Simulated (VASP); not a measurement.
Si3B2:

```
Si B
1.0
     7.64650    0.00000    0.00000
    -3.82325    6.62207    0.00000
     0.00000    0.00000    2.45231
Si B
6 4
Direct
  0.80851 0.19149 0.50000
  0.80851 0.61701 0.50000
  0.38299 0.19149 0.50000
  0.19149 0.80851 0.50000
  0.19149 0.38299 0.50000
  0.61701 0.80851 0.50000
  0.50000 0.00000 0.50000
  0.00000 0.50000 0.50000
  0.50000 0.50000 0.50000
  0.00000 0.00000 0.50000
```

| Quantity | Value |
| --- | --- |
| Program | VASP 6.6.1 |
| Task | relaxation of cell and atoms |
| Functional | PBE |
| Potentials or basis | VASP PAW PBE potentials, release 64 (Si, B) |
| Cutoff | 600 eV |
| k mesh | 6 × 6 × 16 |
| Occupations | gaussian, width 0.1 eV |
| Spin | no spin polarisation |

At the start: pressure -0.1 GPa; volume 12.42 Å³/atom.

Q: How do energy, volume and symmetry change on relaxing?

A: Over 7 steps the energy falls by 2.1 meV/atom; space group P6/mmm (No. 191, to 0.05 Å).

Step by step:
```csv
step,energy change (eV),largest force (eV/Å),pressure (GPa),volume (Å³)
1,0.0000,0.1290,-0.06,124.17
2,-0.0201,0.0467,0.13,124.08
3,-0.0203,0.0369,0.16,124.07
4,-0.0203,0.0388,0.15,124.07
5,-0.0206,0.0191,-0.08,124.29
6,-0.0207,0.0147,-0.13,124.34
7,-0.0208,0.0004,-0.01,124.22
```

Final structure:
```xyz
10
Lattice="7.6068 0.0000 0.0000 -3.8034 6.5877 0.0000 0.0000 0.0000 2.4788" Properties=species:S:1:pos:R:3 pbc="T T T"
Si    5.4310    1.2562    1.2394
Si    3.8034    4.0752    1.2394
Si    2.1759    1.2562    1.2394
Si   -1.6276    5.3315    1.2394
Si    0.0000    2.5125    1.2394
Si    1.6276    5.3315    1.2394
B     3.8034    0.0000    1.2394
B    -1.9017    3.2939    1.2394
B     1.9017    3.2939    1.2394
B     0.0000    0.0000    1.2394
```
